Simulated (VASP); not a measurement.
# CaZrN (P-6m2) in VASP: single point with PBE

Aim: the single point of CaZrN with PBE.

Program: VASP 6.6.1. These are calculated values, not measurements. Logs are shortened: lines on timing, memory, paths and dates and some standing lists are left out, and cuts for length are marked.

**1. The cell of the first run**

Symmetry: P-6m2, No. 187, hexagonal system. The conventional cell has a = 4.222 Å, b = 4.222 Å, c = 3.332 Å, α = 90.00°, β = 90.00°, γ = 120.00°. Ca (site symmetry -6m2) has 3 Zr at 2.44 Å and 6 N at 2.95 Å within 3.2 Å. Within 3.2 Å of Zr (site symmetry -6m2) lie 3 Ca at 2.44 Å and 6 N at 2.95 Å. Within 3.9 Å of N (site symmetry -6m2) lie 6 Ca at 2.95 Å and 6 Zr at 2.95 Å and 2 N at 3.33 Å.

The cell was built from a structure type or drawn by symmetry, and may not be a known phase.

**2. Single point, PBE**

Input file INCAR:

```
PREC = Accurate
ENCUT = 520
EDIFF = 1E-6
ISMEAR = 0
SIGMA = 0.1
LREAL = False
LASPH = True
NELM = 100
ALGO = Normal
ISIF = 2
LWAVE = False
LCHARG = False
GGA = PE
NBANDS = 20
```

Input file KPOINTS:

```
regular mesh
0
Gamma
  6 6 6
```

Input file POSCAR:

```
CaZrN
1.0
    4.2223973400      0.0000000000      0.0000000000
   -2.1111986700      3.6567033600      0.0000000000
    0.0000000000      0.0000000000      3.3315628900
Ca Zr N
1 1 1
Direct
    0.3333333300      0.6666666700      0.5000000000
    0.0000000000      0.0000000000      0.5000000000
    0.6666666700      0.3333333300      0.0000000000
```

Potentials or basis: VASP PAW PBE potentials, release 64 (Ca_sv, Zr_sv, N).

Command:

```
$ cat potpaw_PBE.64/Ca_sv/POTCAR potpaw_PBE.64/Zr_sv/POTCAR potpaw_PBE.64/N/POTCAR > POTCAR
$ mpirun -np 1 vasp_std > vasp.out
```

OUTCAR:

```text
PREC = Accurate
   ENCUT = 520
   EDIFF = 1E-6
   ISMEAR = 0
   LREAL = False
   LASPH = True
   NELM = 100
   ISIF = 2
   GGA = PE

 ion  position               nearest neighbor table
   1  0.333  0.667  0.500-   2 2.44   2 2.44   2 2.44
   2  0.000  0.000  0.500-   1 2.44   1 2.44   1 2.44
   3  0.667  0.333  0.000-

  LATTYP: Found a hexagonal cell.
 ALAT       =     4.2223973400
 C/A-ratio  =     0.7890216438

  Lattice vectors:

 A1 = (   4.2223973400,   0.0000000000,   0.0000000000)
 A2 = (  -2.1111986700,   3.6567033600,   0.0000000000)
 A3 = (   0.0000000000,   0.0000000000,   3.3315628900)

Analysis of symmetry for initial positions (statically):
=====================================================================
 Subroutine PRICEL returns:
 Original cell was already a primitive cell.

 Routine SETGRP: Setting up the symmetry group for a
 hexagonal supercell.

 Subroutine GETGRP returns: Found 12 space group operations
 (whereof 12 operations were pure point group operations)
 out of a pool of 24 trial point group operations.

The static configuration has the point symmetry D_3h.

Analysis of symmetry for dynamics (positions and initial velocities):
=====================================================================
 Subroutine PRICEL returns:
 Original cell was already a primitive cell.

 Routine SETGRP: Setting up the symmetry group for a
 hexagonal supercell.

 Subroutine GETGRP returns: Found 12 space group operations
 (whereof 12 operations were pure point group operations)
 out of a pool of 24 trial point group operations.

The dynamic configuration has the point symmetry D_3h.

 Subroutine INISYM returns: Found 12 space group operations
 (whereof 12 operations are pure point group operations),
 and found     1 'primitive' translations

----------------------------------------------------------------------------------------

                                     Primitive cell

  volume of cell :      51.4395

  direct lattice vectors                    reciprocal lattice vectors
     4.222397340  0.000000000  0.000000000     0.236832283  0.136735182  0.000000000
    -2.111198670  3.656703360  0.000000000     0.000000000  0.273470364  0.000000000
     0.000000000  0.000000000  3.331562890     0.000000000  0.000000000  0.300159425

  length of vectors
     4.222397340  4.222397339  3.331562890     0.273470364  0.273470364  0.300159425

  position of ions in fractional coordinates (direct lattice)
     0.333333330  0.666666670  0.500000000
     0.000000000  0.000000000  0.500000000
     0.666666670  0.333333330  0.000000000

  ion indices of the primitive-cell ions
   primitive index   ion index
                 1           1
                 2           2
                 3           3

----------------------------------------------------------------------------------------

 KPOINTS: regular mesh

Automatic generation of k-mesh.
 Grid dimensions read from file:
 generate k-points for:    6    6    6

 Generating k-lattice:

  Cartesian coordinates                     Fractional coordinates (reciprocal lattice)
     0.039472047  0.022789197  0.000000000     0.166666667  0.000000000  0.000000000
     0.000000000  0.045578394  0.000000000     0.000000000  0.166666667  0.000000000
     0.000000000  0.000000000  0.050026571     0.000000000  0.000000000  0.166666667

  Length of vectors
     0.045578394  0.045578394  0.050026571

  Shift w.r.t. Gamma in fractional coordinates (k-lattice)
     0.000000000  0.000000000  0.000000000

 Subroutine IBZKPT returns following result:
 ===========================================

 Found     28 irreducible k-points:

 Following reciprocal coordinates:
            Coordinates               Weight
  0.000000  0.000000  0.000000      1.000000
  0.166667 -0.000000  0.000000      6.000000
  0.333333 -0.000000  0.000000      6.000000
  0.500000 -0.000000  0.000000      3.000000
  0.166667  0.166667  0.000000      6.000000
  0.333333  0.166667  0.000000     12.000000
[... 16 lines left out ...]
  0.166667 -0.000000  0.500000      6.000000
  0.333333 -0.000000  0.500000      6.000000
 [... further k-points ...]
   k-points           NKPTS =     28   k-points in BZ     NKDIM =     28   number of bands    NBANDS=     20
   number of dos      NEDOS =    301   number of ions     NIONS =      3
   total plane-waves  NPLWV =  28672
   dimension x,y,z NGX =    32 NGY =   32 NGZ =   28
   dimension x,y,z NGXF=    64 NGYF=   64 NGZF=   56
   ions per type =               1   1   1
   NGX,Y,Z   is equivalent  to a cutoff of  12.60, 12.60, 13.97 a.u.
   NGXF,Y,Z  is equivalent  to a cutoff of  25.20, 25.20, 27.94 a.u.
 SYSTEM =  unknown system
   PREC   = accura    normal or accurate (medium, high low for compatibility)
   ISTART =      0    job   : 0-new  1-cont  2-samecut
   ICHARG =      2    charge: 1-file 2-atom 10-const
   ISPIN  =      1    spin polarized calculation?
   LNONCOLLINEAR =      F non collinear calculations
   LSORBIT =      F    spin-orbit coupling
   LASPH  =      T    aspherical Exc in radial PAW
   ENCUT  =  520.0 eV  38.22 Ry    6.18 a.u.   7.85  7.85  6.19*2*pi/ulx,y,z
   NELM   =    100;   NELMIN=  2; NELMDL= -5     # of ELM steps
   EDIFF  = 0.1E-05   stopping-criterion for ELM
   LREAL  =      F    real-space projection
   EDIFFG = 0.1E-04   stopping-criterion for IOM
   NSW    =      0    number of steps for IOM
   IBRION =     -1    ionic relax: 0-MD 1-quasi-New 2-CG
   NFREE  =      0    steps in history (QN), initial steepest desc. (CG)
   ISIF   =      2    stress and relaxation
   ISYM   =      2    0-nonsym 1-usesym 2-fastsym
   POTIM  = 0.5000    time-step for ionic-motion
   TEBEG  =    0.0;   TEEND  =   0.0 temperature during run
   PSTRESS=    0.0 pullay stress
   NELECT =      27.0000    total number of electrons
   NUPDOWN=      -1.0000    fix difference up-down
   EMIN   =  10.00;   EMAX   =-10.00  energy-range for DOS
   EFERMI =   0.00;   METHOD = LEGACY
   ISMEAR =     0;   SIGMA  =   0.10  broadening in eV -4-tet -1-fermi 0-gaus
   EFERMI_NEDOS =   21; number of points for ismear=-14 and -15
   IALGO  =     38    algorithm
   IMIX   =      4    mixing-type and parameters
     AMIX     =   0.40;   BMIX     =  1.00
     AMIX_MAG =   1.60;   BMIX_MAG =  1.00
  volume/ion in A,a.u.               =      17.15       115.71
  Fermi-wavevector in a.u.,A,eV,Ry     =   1.320577  2.495529 23.727529  1.743924
  Thomas-Fermi vector in A             =   2.450393
   LORBIT       =      0    0 simple, 1 ext, 2 COOP (PROOUT), +10 PAW based schemes
   GGA     = PE    functional components
   LHFCALC =     F    Hartree Fock is set to
   AEXX    =    0.0000 exact exchange contribution
   IVDW    =     0    specifies the selected vdW correction
   LEPSILON=     F    determine dielectric tensor
   LRPA    =     F    only Hartree local field effects (RPA)
 non-spin polarized calculation
 Gauss-broadening in eV      SIGMA  =   0.10
  energy-cutoff  :      520.00
  volume of cell :       51.44
 maximum number of plane-waves:      1416
 NGX is ok and might be reduce to    32
   NGX = 15   NGY = 15   NGZ = 13

 number of electron      26.9999997 magnetization

 Free energy of the ion-electron system (eV)
  ---------------------------------------------------
  ext. energy  EPLUGINS =         0.00000000
  ---------------------------------------------------
  free energy    TOTEN  =       -13.07292937 eV

  energy without entropy =      -13.04110524  energy(sigma->0) =      -13.05701730

 E-fermi :   7.0357     XC(G=0): -10.8168

 val. band max:        7.0302342095   @ k =   0.3333  -0.0000   0.1667
 cond. band min:       7.0367683108   @ k =   0.3333   0.1667   0.1667
 fundamental gap:      0.0065341013
 Fermi energy:         7.0356616092

 k-point     1 :       0.0000    0.0000    0.0000
  band No.  band energies     occupation
      1     -42.4240      2.00000
      2     -33.9092      2.00000
      3     -20.9207      2.00000
      4     -20.9207      2.00000
      5     -20.1413      2.00000
      6     -15.0598      2.00000
[... 12 lines left out ...]
     19       9.8076      0.00000
     20      11.0313      0.00000

 k-point     2 :       0.1667   -0.0000    0.0000
  band No.  band energies     occupation
      1     -42.4187      2.00000
      2     -33.9296      2.00000
      3     -20.9436      2.00000
      4     -20.8655      2.00000
      5     -20.1359      2.00000
      6     -15.1070      2.00000
[... 12 lines left out ...]
     19       9.4382      0.00000
     20      11.3240      0.00000

 k-point     3 :       0.3333   -0.0000    0.0000
  band No.  band energies     occupation
      1     -42.4082      2.00000
      2     -33.9703      2.00000
      3     -20.9884      2.00000
      4     -20.7548      2.00000
      5     -20.1251      2.00000
      6     -15.1951      2.00000
[... 12 lines left out ...]
     19       9.6564      0.00000
     20      11.5392      0.00000

 k-point     4 :       0.5000   -0.0000    0.0000
  band No.  band energies     occupation
      1     -42.4029      2.00000
      2     -33.9906      2.00000
      3     -21.0103      2.00000
      4     -20.6994      2.00000
      5     -20.1196      2.00000
      6     -15.2360      2.00000
[... 12 lines left out ...]
     19      10.4583      0.00000
     20      11.4571      0.00000

 k-point     5 :       0.1667    0.1667    0.0000
  band No.  band energies     occupation
      1     -42.4108      2.00000
      2     -33.9602      2.00000
      3     -20.9911      2.00000
      4     -20.7677      2.00000
      5     -20.1278      2.00000
      6     -15.1876      2.00000
[... 12 lines left out ...]
     19       9.1233      0.00000
     20      11.2008      0.00000
[... 353 lines left out ...]
      6     -15.2873      2.00000
[... 12 lines left out ...]
     19      11.2021      0.00000
     20      11.3853      0.00000

 k-point    22 :       0.0000    0.0000    0.5000
  band No.  band energies     occupation
      1     -42.3954      2.00000
      2     -33.8740      2.00000
      3     -20.8822      2.00000
      4     -20.8822      2.00000
      5     -20.5011      2.00000
      6     -15.0485      2.00000
[... 12 lines left out ...]
     19      10.5925      0.00000
     20      10.5925      0.00000

 k-point    23 :       0.1667   -0.0000    0.5000
  band No.  band energies     occupation
      1     -42.3903      2.00000
      2     -33.8942      2.00000
      3     -20.9041      2.00000
      4     -20.8263      2.00000
      5     -20.4924      2.00000
      6     -15.0619      2.00000
[... 12 lines left out ...]
     19      11.1589      0.00000
     20      11.4535      0.00000

 k-point    24 :       0.3333   -0.0000    0.5000
  band No.  band energies     occupation
      1     -42.3799      2.00000
      2     -33.9344      2.00000
      3     -20.9470      2.00000
      4     -20.7136      2.00000
      5     -20.4751      2.00000
      6     -15.1446      2.00000
[... 12 lines left out ...]
     19      12.3323      0.00000
     20      12.3683      0.00000

 [... further k-points ...]

------------------------ aborting loop because EDIFF is reached ----------------------------------------

  FORCE on cell =-STRESS in cart. coord.  units (eV):
  Direction    XX          YY          ZZ          XY          YZ          ZX
  --------------------------------------------------------------------------------------
  -------------------------------------------------------------------------------------
  Total        3.0378665      3.0378665     -6.9859197      0.0000000      0.0000000      0.0000000
  in kB       94.6198860     94.6198860   -217.5891944      0.0000000      0.0000000      0.0000000
  external PRESSURE =      -9.4498075 kB  Pullay stress =       0.0000000 kB

 VOLUME and BASIS-vectors are now :
 -----------------------------------------------------------------------------
  energy-cutoff  :      520.00
  volume of cell :       51.44
      direct lattice vectors                 reciprocal lattice vectors
     4.222397340  0.000000000  0.000000000     0.236832283  0.136735182  0.000000000
    -2.111198670  3.656703360  0.000000000     0.000000000  0.273470364  0.000000000
     0.000000000  0.000000000  3.331562890     0.000000000  0.000000000  0.300159425

 POSITION                                       TOTAL-FORCE (eV/Angst)
 -----------------------------------------------------------------------------------
     -0.00000      2.43780      1.66578        -0.000000      0.000000      0.000000
      0.00000      0.00000      1.66578        -0.000000      0.000000      0.000000
      2.11120      1.21890      0.00000         0.000000     -0.000000      0.000000
 -----------------------------------------------------------------------------------
    total drift:                                0.000003     -0.000002      0.000000

  FREE ENERGIE OF THE ION-ELECTRON SYSTEM (eV)
  ---------------------------------------------------
  free  energy   TOTEN  =       -13.0729293659 eV

  energy  without entropy=      -13.0411052396  energy(sigma->0) =      -13.05701730
```

Run time: 35 s. Hardware: 1 thread of Intel Xeon 8259CL, shared host; peak memory 0.19 GiB.

What came out:

| Property | Result |
| --- | --- |
| Free energy | -13.0729 eV |
| Pressure | -0.9 GPa |
| Band gap on the k mesh | zero (an odd number of electrons rules out a gap without spin polarisation) |
